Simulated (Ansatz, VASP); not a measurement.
**Pb in VASP and in Ansatz**

```xyz
2
Lattice="0.0000 3.4843 3.4843 3.4843 0.0000 3.4843 3.4843 3.4843 0.0000" Properties=species:S:1:pos:R:3 pbc="T T T"
Pb    1.7421    1.7421    1.7421
Pb    0.0000    0.0000    0.0000
```

Alike in both runs: task single point; functional LDA; k mesh 7 × 7 × 7; occupations fermi-dirac, width 0.05 eV; no spin polarisation.

|  | VASP | Ansatz |
| --- | --- | --- |
| version | VASP 6.6.1 | Ansatz 0.2.0 |
| potentials or method | VASP PAW LDA potentials, release 64 (Pb_d) | Ansatz PAW |
| plane-wave cutoff (eV) | 520 | 420 |
| valence electrons in the cell | 28 | 28 |

|  | VASP | Ansatz | Ansatz less VASP |
| --- | --- | --- | --- |
| gap on the k mesh at the Fermi level (eV) | none | none | - |
| pressure (GPa) | -1.8 | -1.8 | -0.02 |

LDA's correlation is that of Perdew and Zunger in VASP and of Perdew and Wang (1992) in Ansatz. A gap of «none» marks a metal or a gap that the smearing closes.

Neither program's run includes spin-orbit coupling.
